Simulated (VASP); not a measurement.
Write the native input for VASP 6.6.1 that does the following.

| Item | Value |
| --- | --- |
| Task | single point |
| Functional | PBEsol |
| Dispersion | D3(BJ) |
| Potentials or basis | VASP PAW PBE potentials, release 64 (Li_sv, S) |
| Cutoff | 750 eV |
| k mesh | 8 × 8 × 8 |
| Occupations | gaussian, width 0.05 eV |
| Spin | no spin polarisation |
| Dipole correction | no |
| Further INCAR settings | ALGO = Normal; EDIFF = 1e-06; NBANDS = 13 |

The structure of Li2S lies in POSCAR:

```
Li2S
1.0
    0.0000000000      2.7737597988      2.7737597988
    2.7737597988      0.0000000000      2.7737597988
    2.7737597988      2.7737597988      0.0000000000
Li S
2 1
Direct
    0.2500000000      0.2500000000      0.2500000000
    0.7500000000      0.7500000000      0.7500000000
    0.0000000000      0.0000000000      0.0000000000
```

These files were run (other wordings do the same):

INCAR

```
  PREC = Accurate
  ENCUT = 750
  EDIFF = 1E-6
  ISMEAR = 0
  SIGMA = 0.05
  LREAL = F
  LASPH = T
  NELM = 120
  ALGO = Normal
  ISIF = 2
  LWAVE = F
  LCHARG = F
  GGA = PS
  IVDW = 12
  NBANDS = 13
  GGA_COMPAT = F
```

KPOINTS

```
Automatic mesh
0
Gamma
  8 8 8
```

Potentials or basis: VASP PAW PBE potentials, release 64 (Li_sv, S).

Run with:

```bash
$ cat potpaw_PBE.64/Li_sv/POTCAR potpaw_PBE.64/S/POTCAR > POTCAR
$ mpirun -np 1 vasp_std > vasp.out
```

Results of the run:

```yaml
Pressure: -0.1 GPa
Band_gap_on_the_k_mesh: 3.15 eV, indirect (least direct gap 4.52 eV)
Dispersion_energy_per_atom: -0.244 eV
```

Caveat: the PAW data sets were made with another functional, which shifts forces and pressure a little.

It took 53 s on 1 thread of AMD EPYC 7R13, on a shared host, peak memory 0.18 GiB.
